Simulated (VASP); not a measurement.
Input of a VASP 6.6.1 run:

INCAR

```
PREC = Accurate
ENCUT = 520
EDIFF = 1E-6
ISMEAR = 0
SIGMA = 0.05
LREAL = F
LASPH = T
NELM = 80
ALGO = Normal
ISIF = 2
LWAVE = F
LCHARG = T
GGA = PS
LELF = T
LVHAR = T
NBANDS = 51
```

Contents of KPOINTS:

```
Automatic mesh
0
Gamma
  6 6 6
```

File POSCAR:

```
SrTiO3
1.0
   -3.8911201354      0.0000000000     -3.8911201354
    0.0000000000     -3.8911201354     -3.8911201354
   -3.8911201354     -3.8911201354      0.0000000000
Sr Ti O
2 2 6
Direct
    0.0000000000      0.0000000000      0.0000000000
    0.5000000000      0.5000000000      0.5000000000
    0.2500000000      0.2500000000      0.2500000000
    0.7500000000      0.7500000000      0.7500000000
    0.4852349904     -0.0147650096      0.5147650096
    0.0147650096      0.5147650096     -0.0147650096
    0.5147650096      0.0147650096     -0.0147650096
   -0.0147650096      0.4852349904      0.5147650096
    0.5000000000      0.5000000000      0.0295300191
    1.0000000000      1.0000000000      0.4704699809
```

Potentials or basis: VASP PAW PBE potentials, release 64 (Sr_sv, Ti_sv, O).

Run with:

```bash
$ cat potpaw_PBE.64/Sr_sv/POTCAR potpaw_PBE.64/Ti_sv/POTCAR potpaw_PBE.64/O/POTCAR > POTCAR
$ mpirun -np 1 vasp_std > vasp.out
```

Question: Estimate the pressure.

Answer: 0.4 GPa.

Question: What does it give for the largest force?

Answer: 0.027 eV/Å.

Question: Predict the band gap on the k mesh.

Answer: 1.90 eV.

Stress tensor (GPa, compression positive):
```
0.58 0.29 0.00
0.29 0.58 0.00
0.00 0.00 0.02
```

Caveat: the PAW data sets were made with another functional, which shifts forces and pressure a little. A k mesh can miss the band edges.
